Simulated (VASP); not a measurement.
Input of a VASP 6.6.1 run:

Contents of INCAR:

```
SYSTEM = NiO
  PREC = Accurate
  ENCUT = 520
  EDIFF = 1E-6
  ISMEAR = -1
  SIGMA = 0.05
  LREAL = .False.
  LASPH = .True.
  NELM = 150
  ALGO = Normal
  ISIF = 2
  LWAVE = .False.
  LCHARG = .True.
  ISPIN = 2
  MAGMOM = 1 0
  LORBIT = 11
  LMAXMIX = 4
  GGA = PS
  IVDW = 12
  LELF = .True.
  LVHAR = .True.
  NBANDS = 19
```

Contents of KPOINTS:

```
regular mesh
0
Gamma
  11 11 11
  0 0 0
```

POSCAR

```
NiO
1.0
    0.0000000000      2.0531758261      2.0531758261
    2.0531758261      0.0000000000      2.0531758261
    2.0531758261      2.0531758261      0.0000000000
Ni O
1 1
Direct
    0.0000000000      0.0000000000      0.0000000000
    0.5000000000      0.5000000000      0.5000000000
```

Potentials or basis: VASP PAW PBE potentials, release 64 (Ni, O).

Run with:

```console
$ cat potpaw_PBE.64/Ni/POTCAR potpaw_PBE.64/O/POTCAR > POTCAR
$ mpirun -np 1 vasp_std > vasp.out
```

**Question.** Estimate the dispersion energy per atom.

**Answer.** -0.227 eV.

**Question.** Estimate the net moment.

**Answer.** 0.75 μB per cell.

Caveat: a cell with one magnetic atom can't hold antiferromagnetic order, which such compounds often take; semilocal functionals often make such compounds metallic where correlation or magnetic order opens a gap, which also shifts bond lengths.

**The experiment to reproduce.**

From “Local correlations, non-local screening, multiplets, and band formation in NiO”, 2012, arxiv:1210.6675, for a bulk crystal of NiO: band gap 4.3 eV.

A measured gap of NiO is 4.3 eV (quoted in “Local correlations, non-local screening, multiplets, and band formation in NiO”, 2012, arxiv:1210.6675); the calculated 0.00 eV misses it by -4.30 eV. So large a miss can be the level of theory's own, or it may mean another phase, state or a wrong row. The value is that of PBEsol+D3(BJ) on a finite k mesh, which can miss the band edges, without temperature or zero-point motion. Semilocal functionals fall short of measured gaps as a rule. The run's magnetic order (collinear spin, ferromagnetic start) needn't be the measured crystal's.
